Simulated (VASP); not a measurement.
A run of VASP 6.6.1 is set up as follows.

The input INCAR:

```
PREC = Accurate ; ENCUT = 500
EDIFF = 1E-6 ; ISMEAR = 0
SIGMA = 0.02 ; LREAL = False
LASPH = True ; NELM = 120
ALGO = Normal ; ISIF = 2
LWAVE = False ; LCHARG = False
GGA = PE ; NBANDS = 15
GGA_COMPAT = False
```

File KPOINTS:

```
regular mesh
0
Gamma
  8 8 8
```

The input POSCAR:

```
CaS
1.0
    0.0000000000      2.8840852770      2.8840852770
    2.8840852770      0.0000000000      2.8840852770
    2.8840852770      2.8840852770      0.0000000000
Ca S
1 1
Direct
    0.0000000000      0.0000000000      0.0000000000
    0.5000000000      0.5000000000      0.5000000000
```

Potentials or basis: VASP PAW PBE potentials, release 64 (Ca_sv, S).

The run is started by

```console
$ cat potpaw_PBE.64/Ca_sv/POTCAR potpaw_PBE.64/S/POTCAR > POTCAR
$ mpirun -np 1 vasp_std > vasp.out
```

Question: Predict the pressure.

Answer: -1.5 GPa.

Question: What does it give for the band gap on the k mesh?

Answer: 2.44 eV (least direct gap 3.22 eV).

A k mesh can miss the band edges.
